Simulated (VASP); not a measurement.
Wanted: the native input for a VASP 6.6.1 run.

```
Task                   : single point
Functional             : PBEsol
Potentials or basis    : VASP PAW PBE potentials, release 64 (Be, Sb, P)
Cutoff                 : 520 eV
k mesh                 : 6 × 6 × 4
Occupations            : fermi-dirac, width 0.03 eV
Spin                   : no spin polarisation
Dipole correction      : no
Further INCAR settings : ALGO = Normal; EDIFF = 1e-06; NBANDS = 21
```

The structure of Be2Sb3P lies in POSCAR:

```
Be2Sb3P
1.0
    3.7448185193     -0.0000000023      0.0000000000
   -1.8724092576      3.2431079715      0.0000000000
    0.0000000000      0.0000000000      9.2871084425
Be Sb P
2 3 1
Direct
    0.6666666667      0.3333333333      0.6520861654
    0.3333333333      0.6666666667      0.3479138346
    0.6666666667      0.3333333333      0.1844051182
    0.3333333333      0.6666666667      0.8155948818
    0.0000000000      0.0000000000      0.5000000000
    0.0000000000      0.0000000000      0.0000000000
```

One way to write it, as run:

INCAR

```
SYSTEM = Be2Sb3P
PREC     = Accurate       ! precision mode
ENCUT    = 520            ! plane-wave cutoff, eV
EDIFF    = 1E-6           ! SCF threshold, eV
ISMEAR   = -1             ! smearing method
SIGMA    = 0.03           ! smearing width, eV
LREAL    = .FALSE.        ! projectors in reciprocal space
LASPH    = .TRUE.         ! aspherical terms in the spheres
NELM     = 60             ! most SCF steps
ALGO     = Normal         ! electronic algorithm
ISIF     = 2              ! what is computed and relaxed
LWAVE    = .FALSE.        ! write WAVECAR
LCHARG   = .FALSE.        ! write CHGCAR
GGA      = PS             ! functional
NBANDS   = 21             ! bands
```

KPOINTS

```
Automatic mesh
0
G
  6 6 4
  0 0 0
```

Potentials or basis: VASP PAW PBE potentials, release 64 (Be, Sb, P).

Run with:

```bash
$ cat potpaw_PBE.64/Be/POTCAR potpaw_PBE.64/Sb/POTCAR potpaw_PBE.64/P/POTCAR > POTCAR
$ mpirun -np 1 vasp_std > vasp.out
```

Results of the run:

The pressure is 0.3 GPa. The largest force is 0.013 eV/Å and the band gap on the k mesh is zero (band 12 reaches 8.98 eV, above the bottom of band 13 at 7.03 eV).

Caveat: the PAW data sets were made with another functional, which shifts forces and pressure a little; spin-orbit coupling is left out, which moves the levels of the heavy elements.

It took 51 s on 1 thread of Intel(R) Xeon(R) Platinum 8259CL CPU @ 2.50GHz (Skylake/Cascade Lake) (shared host), peak memory 0.25 GiB.
